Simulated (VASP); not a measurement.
# Te2Mo (P6_3/mmc) in VASP: a series of runs, part 2 of 3

VASP 6.6.1.

## 3. Single point, PBEsol (strain +0.000 along x and y, -0.050 along z)

File INCAR:

```
PREC = Accurate
ENCUT = 520
EDIFF = 1E-6
ISMEAR = 0
SIGMA = 0.05
LREAL = F
LASPH = T
NELM = 100
ALGO = Normal
ISIF = 2
LWAVE = F
LCHARG = F
GGA = PS
NBANDS = 35
```

File KPOINTS:

```
regular mesh
0
Gamma
  12 12 2
```

File POSCAR:

```
Te2Mo
1.0
    3.4939942427      0.0000000000      0.0000000000
   -1.7469971213      3.0258877748      0.0000000000
    0.0000000000      0.0000000000     13.3081120128
Te Mo
4 2
Direct
    0.3333333333      0.6666666667      0.6211281373
    0.6666666667      0.3333333333      0.1211281373
    0.3333333333      0.6666666667      0.8788718627
    0.6666666667      0.3333333333      0.3788718627
    0.3333333333      0.6666666667      0.2500000000
    0.6666666667      0.3333333333      0.7500000000
```

Potentials or basis: VASP PAW PBE potentials, release 64 (Te, Mo_sv).

The run is started by

```
> cat potpaw_PBE.64/Te/POTCAR potpaw_PBE.64/Mo_sv/POTCAR > POTCAR
> mpirun -np 1 vasp_std > vasp.out
```

OUTCAR:

```text
PREC = Accurate
   ENCUT = 520
   EDIFF = 1E-6
   ISMEAR = 0
   LREAL = F
   LASPH = T
   NELM = 100
   ISIF = 2
   GGA = PS

 ion  position               nearest neighbor table
   1  0.333  0.667  0.621-   6 2.65   6 2.65   6 2.65   3 3.43
   2  0.667  0.333  0.121-   5 2.65   5 2.65   5 2.65   4 3.43
   3  0.333  0.667  0.879-   6 2.65   6 2.65   6 2.65   1 3.43
   4  0.667  0.333  0.379-   5 2.65   5 2.65   5 2.65   2 3.43
   5  0.333  0.667  0.250-   2 2.65   4 2.65   2 2.65   4 2.65   2 2.65   4 2.65
   6  0.667  0.333  0.750-   1 2.65   3 2.65   1 2.65   3 2.65   1 2.65   3 2.65

  LATTYP: Found a hexagonal cell.
 ALAT       =     3.4939942427
 C/A-ratio  =     3.8088534463

  Lattice vectors:

 A1 = (   3.4939942427,   0.0000000000,   0.0000000000)
 A2 = (  -1.7469971213,   3.0258877748,   0.0000000000)
 A3 = (   0.0000000000,   0.0000000000,  13.3081120128)

Analysis of symmetry for initial positions (statically):
=====================================================================
 Subroutine PRICEL returns:
 Original cell was already a primitive cell.

 Routine SETGRP: Setting up the symmetry group for a
 hexagonal supercell.

 Subroutine GETGRP returns: Found 24 space group operations
 (whereof 12 operations were pure point group operations)
 out of a pool of 24 trial point group operations.

The static configuration has the point symmetry D_3d.
 The point group associated with its full space group is D_6h.

Analysis of symmetry for dynamics (positions and initial velocities):
=====================================================================
 Subroutine PRICEL returns:
 Original cell was already a primitive cell.

 Routine SETGRP: Setting up the symmetry group for a
 hexagonal supercell.

 Subroutine GETGRP returns: Found 24 space group operations
 (whereof 12 operations were pure point group operations)
 out of a pool of 24 trial point group operations.

The dynamic configuration has the point symmetry D_3d.
 The point group associated with its full space group is D_6h.

 Subroutine INISYM returns: Found 24 space group operations
 (whereof 12 operations are pure point group operations),
 and found     1 'primitive' translations

----------------------------------------------------------------------------------------

                                     Primitive cell

  volume of cell :     140.6991

  direct lattice vectors                    reciprocal lattice vectors
     3.493994243  0.000000000  0.000000000     0.286205394  0.165240761  0.000000000
    -1.746997121  3.025887775  0.000000000     0.000000000  0.330481523  0.000000000
     0.000000000  0.000000000 13.308112013     0.000000000  0.000000000  0.075142139

  length of vectors
     3.493994243  3.493994243 13.308112013     0.330481523  0.330481523  0.075142139

  position of ions in fractional coordinates (direct lattice)
     0.333333333  0.666666667  0.621128137
     0.666666667  0.333333333  0.121128137
     0.333333333  0.666666667  0.878871863
     0.666666667  0.333333333  0.378871863
     0.333333333  0.666666667  0.250000000
     0.666666667  0.333333333  0.750000000

  ion indices of the primitive-cell ions
   primitive index   ion index
                 1           1
                 2           2
[... 34 lines left out ...]
  0.083333  0.000000  0.000000      6.000000
  0.166667  0.000000  0.000000      6.000000
  0.250000  0.000000  0.000000      6.000000
  0.333333  0.000000  0.000000      6.000000
  0.416667  0.000000  0.000000      6.000000
[... 16 lines left out ...]
  0.250000  0.000000  0.500000      6.000000
  0.333333  0.000000  0.500000      6.000000
 [... further k-points ...]
   k-points           NKPTS =     38   k-points in BZ     NKDIM =     38   number of bands    NBANDS=     35
   number of dos      NEDOS =    301   number of ions     NIONS =      6
   total plane-waves  NPLWV =  78400
   dimension x,y,z NGX =    28 NGY =   28 NGZ =  100
   dimension x,y,z NGXF=    56 NGYF=   56 NGZF=  200
   ions per type =               4   2
   NGX,Y,Z   is equivalent  to a cutoff of  13.32, 13.32, 12.49 a.u.
   NGXF,Y,Z  is equivalent  to a cutoff of  26.65, 26.65, 24.98 a.u.
 SYSTEM =  unknown system
   PREC   = accura    normal or accurate (medium, high low for compatibility)
   ISTART =      0    job   : 0-new  1-cont  2-samecut
   ICHARG =      2    charge: 1-file 2-atom 10-const
   ISPIN  =      1    spin polarized calculation?
   LNONCOLLINEAR =      F non collinear calculations
   LSORBIT =      F    spin-orbit coupling
   LASPH  =      T    aspherical Exc in radial PAW
   ENCUT  =  520.0 eV  38.22 Ry    6.18 a.u.   6.50  6.50 24.74*2*pi/ulx,y,z
   NELM   =    100;   NELMIN=  2; NELMDL= -5     # of ELM steps
   EDIFF  = 0.1E-05   stopping-criterion for ELM
   LREAL  =      F    real-space projection
   EDIFFG = 0.1E-04   stopping-criterion for IOM
   NSW    =      0    number of steps for IOM
   IBRION =     -1    ionic relax: 0-MD 1-quasi-New 2-CG
   NFREE  =      0    steps in history (QN), initial steepest desc. (CG)
   ISIF   =      2    stress and relaxation
   ISYM   =      2    0-nonsym 1-usesym 2-fastsym
   POTIM  = 0.5000    time-step for ionic-motion
   TEBEG  =    0.0;   TEEND  =   0.0 temperature during run
   PSTRESS=    0.0 pullay stress
   NELECT =      52.0000    total number of electrons
   NUPDOWN=      -1.0000    fix difference up-down
   EMIN   =  10.00;   EMAX   =-10.00  energy-range for DOS
   EFERMI =   0.00;   METHOD = LEGACY
   ISMEAR =     0;   SIGMA  =   0.05  broadening in eV -4-tet -1-fermi 0-gaus
   EFERMI_NEDOS =   21; number of points for ismear=-14 and -15
   IALGO  =     38    algorithm
   IMIX   =      4    mixing-type and parameters
     AMIX     =   0.40;   BMIX     =  1.00
     AMIX_MAG =   1.60;   BMIX_MAG =  1.00
  volume/ion in A,a.u.               =      23.45       158.25
  Fermi-wavevector in a.u.,A,eV,Ry     =   1.174840  2.220126 18.779434  1.380249
  Thomas-Fermi vector in A             =   2.311231
   LORBIT       =      0    0 simple, 1 ext, 2 COOP (PROOUT), +10 PAW based schemes
   GGA     = PS    functional components
   LHFCALC =     F    Hartree Fock is set to
   AEXX    =    0.0000 exact exchange contribution
   IVDW    =     0    specifies the selected vdW correction
   LEPSILON=     F    determine dielectric tensor
   LRPA    =     F    only Hartree local field effects (RPA)
 non-spin polarized calculation
 Gauss-broadening in eV      SIGMA  =   0.05
  energy-cutoff  :      520.00
  volume of cell :      140.70
 maximum number of plane-waves:      3823
 NGX is ok and might be reduce to    28
   NGX = 13   NGY = 13   NGZ = 49

 number of electron      52.0000004 magnetization

 Free energy of the ion-electron system (eV)
  ---------------------------------------------------
  ext. energy  EPLUGINS =         0.00000000
  ---------------------------------------------------
  free energy    TOTEN  =       -39.11572814 eV

  energy without entropy =      -39.11572814  energy(sigma->0) =      -39.11572814

 E-fermi :   9.4087     XC(G=0): -10.8757

 val. band max:        9.1889330853   @ k =   0.0833   0.0000   0.0000
 cond. band min:       9.6191500645   @ k =   0.3333   0.3333   0.0000
 fundamental gap:      0.4302169793
 Fermi energy:         9.4086751938

 k-point     1 :       0.0000    0.0000    0.0000
  band No.  band energies     occupation
      1     -51.8377      2.00000
      2     -51.8376      2.00000
      3     -26.0623      2.00000
      4     -26.0623      2.00000
      5     -25.9505      2.00000
      6     -25.9505      2.00000
[... 901 lines left out ...]
     34      12.6583      0.00000
     35      14.0582      0.00000

 [... further k-points ...]

------------------------ aborting loop because EDIFF is reached ----------------------------------------

  FORCE on cell =-STRESS in cart. coord.  units (eV):
  Direction    XX          YY          ZZ          XY          YZ          ZX
  --------------------------------------------------------------------------------------
  -------------------------------------------------------------------------------------
  Total        4.1485810      4.1485810     10.8876498      0.0000000      0.0000000      0.0000000
  in kB       47.2409594     47.2409594    123.9804698      0.0000000      0.0000000      0.0000000
  external PRESSURE =      72.8207962 kB  Pullay stress =       0.0000000 kB

 VOLUME and BASIS-vectors are now :
 -----------------------------------------------------------------------------
  energy-cutoff  :      520.00
  volume of cell :      140.70
      direct lattice vectors                 reciprocal lattice vectors
     3.493994243  0.000000000  0.000000000     0.286205394  0.165240761  0.000000000
    -1.746997121  3.025887775  0.000000000     0.000000000  0.330481523  0.000000000
     0.000000000  0.000000000 13.308112013     0.000000000  0.000000000  0.075142139

 POSITION                                       TOTAL-FORCE (eV/Angst)
 -----------------------------------------------------------------------------------
     -0.00000      2.01726      8.26604         0.000000     -0.000000     -1.373530
      1.74700      1.00863      1.61199         0.000000     -0.000000     -1.373530
     -0.00000      2.01726     11.69613         0.000000      0.000000      1.373530
      1.74700      1.00863      5.04207         0.000000      0.000000      1.373530
     -0.00000      2.01726      3.32703         0.000000     -0.000000      0.000000
      1.74700      1.00863      9.98108        -0.000000      0.000000      0.000000
 -----------------------------------------------------------------------------------
    total drift:                               -0.000000      0.000000     -0.000000

  FREE ENERGIE OF THE ION-ELECTRON SYSTEM (eV)
  ---------------------------------------------------
  free  energy   TOTEN  =       -39.1157281431 eV

  energy  without entropy=      -39.1157281431  energy(sigma->0) =      -39.11572814
```

OSZICAR:

```text
N       E                     dE             d eps       ncg     rms          rms(c)
DAV:   1     0.404538333826E+03    0.40454E+03   -0.27181E+04  2996   0.134E+03
DAV:   2    -0.188145367502E+02   -0.42335E+03   -0.40946E+03  3266   0.324E+02
DAV:   3    -0.399601037293E+02   -0.21146E+02   -0.20734E+02  3207   0.640E+01
DAV:   4    -0.403987729990E+02   -0.43867E+00   -0.43715E+00  3129   0.930E+00
DAV:   5    -0.404087158429E+02   -0.99428E-02   -0.99408E-02  3297   0.145E+00    0.261E+01
DAV:   6    -0.395205818030E+02    0.88813E+00   -0.47739E+00  2874   0.124E+01    0.995E+00
DAV:   7    -0.394881556334E+02    0.32426E-01   -0.35563E+00  2746   0.955E+00    0.650E+00
DAV:   8    -0.391186312658E+02    0.36952E+00   -0.82444E-01  2765   0.519E+00    0.293E+00
DAV:   9    -0.391219700900E+02   -0.33388E-02   -0.16798E-01  3097   0.187E+00    0.129E+00
DAV:  10    -0.391156086571E+02    0.63614E-02   -0.25341E-02  2832   0.965E-01    0.379E-01
DAV:  11    -0.391158102004E+02   -0.20154E-03   -0.13201E-03  3070   0.174E-01    0.157E-01
DAV:  12    -0.391157672593E+02    0.42941E-04   -0.19660E-04  2984   0.642E-02    0.138E-01
DAV:  13    -0.391157277394E+02    0.39520E-04   -0.14391E-04  2894   0.652E-02    0.371E-02
DAV:  14    -0.391157301453E+02   -0.24059E-05   -0.83903E-06  2568   0.164E-02    0.369E-02
DAV:  15    -0.391157288392E+02    0.13061E-05   -0.45092E-07  1568   0.424E-03    0.201E-02
DAV:  16    -0.391157281431E+02    0.69613E-06   -0.17813E-06  1932   0.727E-03
   1 F= -.39115728E+02 E0= -.39115728E+02  d E =-.141584E-10
```

stdout:

```text
POSCAR found type information on POSCAR TeMo
 POSCAR found :  2 types and       6 ions
 scaLAPACK will be used
 -----------------------------------------------------------------------------
|                                                                             |
|                                                                             |
|     You enforced a specific xc type in the INCAR file but a different       |
|     I HOPE YOU KNOW WHAT YOU ARE DOING!                                     |
|                                                                             |
 -----------------------------------------------------------------------------

 LDA part: xc-table for (Slater+PW92), standard interpolation
 POSCAR, INCAR and KPOINTS ok, starting setup
 FFT: planning ... GRIDC
 FFT: planning ... GRID_SOFT
 FFT: planning ... GRID
 WAVECAR not read
 entering main loop
```

It took 1.8 min on 1 thread of Intel Xeon 6975P-C (Granite Rapids), shared host; peak memory 0.34 GiB.

What came out:

| Property | Result |
| --- | --- |
| Free energy | -39.1157 eV |
| Pressure | 7.3 GPa |
| Largest force | 1.374 eV/Å |
| Band gap on the k mesh | 0.43 eV (least direct gap 0.95 eV) |

Forces in eV/Å, atoms in the order of the input:
```
Te   0.000  0.000 -1.374
Te   0.000  0.000 -1.374
Te   0.000  0.000  1.374
Te   0.000  0.000  1.374
Mo   0.000  0.000  0.000
Mo   0.000  0.000  0.000
```

Stress tensor (GPa, compression positive):
```
 4.72  0.00  0.00
 0.00  4.72  0.00
 0.00  0.00 12.40
```

Caveat: the cell differs from its parent crystal (strain +0.000 along x and y, -0.050 along z); the cell stands under pressure; the PAW data sets were made with another functional, which shifts forces and pressure a little; spin-orbit coupling is left out, which moves the levels of the heavy elements; this functional lacks dispersion, which binds the layers, so the pressure and a relaxed spacing across them are unreliable. A k mesh can miss the band edges.

## 4. Single point, PBEsol (strain -0.025 along x and y, +0.000 along z)

Edit INCAR of step 3 so:

```diff
@@ -7,3 +7,3 @@
 LASPH = T
-NELM = 100
+NELM = 60
 ALGO = Normal
```

KPOINTS is that of step 3.

Edit POSCAR of step 3 so:

```diff
@@ -2,5 +2,5 @@
 1.0
-    3.4939942427      0.0000000000      0.0000000000
-   -1.7469971213      3.0258877748      0.0000000000
-    0.0000000000      0.0000000000     13.3081120128
+    3.4066443866      0.0000000000      0.0000000000
+   -1.7033221933      2.9502405805      0.0000000000
+    0.0000000000      0.0000000000     14.0085389608
 Te Mo
```

The run is started by

```
> cat potpaw_PBE.64/Te/POTCAR potpaw_PBE.64/Mo_sv/POTCAR > POTCAR
> mpirun -np 1 vasp_std > vasp.out
```

It took 2 min on 1 thread of Intel Xeon 6975P-C (Granite Rapids), shared host; peak memory 0.37 GiB.

The run converged. Its results:

- Free energy: -39.2579 eV
- Pressure: 5.6 GPa
- Largest force: 0.533 eV/Å
- Band gap on the k mesh: 0.76 eV (least direct gap 1.11 eV)

Forces on the atoms (eV/Å):
```
Te   0.000  0.000 -0.533
Te   0.000  0.000 -0.533
Te   0.000  0.000  0.533
Te   0.000  0.000  0.533
Mo   0.000  0.000  0.000
Mo   0.000  0.000  0.000
```

Stress tensor (GPa, compression positive):
```
6.16 0.00 0.00
0.00 6.16 0.00
0.00 0.00 4.61
```

Levels at points of the mesh, in eV from the valence-band top:
| k point | band 23 | band 24 | band 25 | band 26 | band 27 | band 28 | band 29 | band 30 |
| --- | --- | --- | --- | --- | --- | --- | --- | --- |
| (0.00, 0.00, 0.00) | -0.85 | -0.85 | -0.54 | -0.11 | 3.41 | 3.41 | 3.54 | 3.54 |
| (0.50, 0.00, 0.00) | -1.03 | -1.02 | -0.29 | 0.00 | 1.60 | 1.63 | 1.65 | 2.08 |
| (0.00, 0.00, 0.50) | -0.87 | -0.87 | -0.22 | -0.22 | 3.45 | 3.45 | 3.45 | 3.45 |
| (0.50, 0.00, 0.50) | -1.01 | -1.01 | -0.15 | -0.15 | 1.62 | 1.62 | 1.87 | 1.87 |

Caveat: the cell differs from its parent crystal (strain -0.025 along x and y, +0.000 along z); the cell stands under pressure; the PAW data sets were made with another functional, which shifts forces and pressure a little; spin-orbit coupling is left out, which moves the levels of the heavy elements; this functional lacks dispersion, which binds the layers, so the pressure and a relaxed spacing across them are unreliable. A k mesh can miss the band edges.

## 5. Single point, PBEsol (strain +0.000 along x and y, -0.025 along z)

File INCAR:

```
PREC = Accurate
ENCUT = 520
EDIFF = 1E-6
ISMEAR = 0
SIGMA = 0.05
LREAL = False
LASPH = True
NELM = 60
ALGO = Normal
ISIF = 2
LWAVE = False
LCHARG = False
GGA = PS
NBANDS = 35
```

KPOINTS is that of step 4.

Edit POSCAR of step 4 so:

```diff
@@ -2,5 +2,5 @@
 1.0
-    3.4066443866      0.0000000000      0.0000000000
-   -1.7033221933      2.9502405805      0.0000000000
-    0.0000000000      0.0000000000     14.0085389608
+    3.4939942427      0.0000000000      0.0000000000
+   -1.7469971213      3.0258877748      0.0000000000
+    0.0000000000      0.0000000000     13.6583254868
 Te Mo
```

The run is started by

```
> cat potpaw_PBE.64/Te/POTCAR potpaw_PBE.64/Mo_sv/POTCAR > POTCAR
> mpirun -np 1 vasp_std > vasp.out
```

It took 1.8 min on 1 thread of Intel Xeon 6975P-C (Granite Rapids), shared host; peak memory 0.37 GiB.

The run converged. Its results:

```
Free energy            : -39.3260 eV
Pressure               : 3.4 GPa
Largest force          : 0.667 eV/Å
Band gap on the k mesh : 0.63 eV (least direct gap 1.03 eV)
```

Forces in eV/Å, atoms in the order of the input:
```
Te   0.000  0.000 -0.667
Te   0.000  0.000 -0.667
Te   0.000  0.000  0.667
Te   0.000  0.000  0.667
Mo   0.000  0.000  0.000
Mo   0.000  0.000  0.000
```

Stress tensor (GPa, compression positive):
```
2.20 0.00 0.00
0.00 2.20 0.00
0.00 0.00 5.88
```

Levels at points of the mesh, in eV from the valence-band top:
```csv
k point,band 22,band 23,band 24,band 25,band 26,band 27,band 28,band 29,band 30,band 31
"(0.00, 0.00, 0.00)",-1.27,-1.27,-1.22,-0.22,0.00,2.87,2.87,3.01,3.01,3.15
"(0.50, 0.00, 0.00)",-1.88,-1.23,-1.15,-0.81,-0.49,1.11,1.18,1.35,1.68,2.59
"(0.00, 0.00, 0.50)",-1.29,-1.29,-1.29,-0.06,-0.06,2.91,2.91,2.91,2.91,3.33
"(0.50, 0.00, 0.50)",-2.04,-1.16,-1.16,-0.65,-0.65,1.14,1.14,1.54,1.54,3.03
```

Caveat: the cell differs from its parent crystal (strain +0.000 along x and y, -0.025 along z); the cell stands under pressure; the PAW data sets were made with another functional, which shifts forces and pressure a little; spin-orbit coupling is left out, which moves the levels of the heavy elements; this functional lacks dispersion, which binds the layers, so the pressure and a relaxed spacing across them are unreliable.

(Continued in part 3 of 3.)
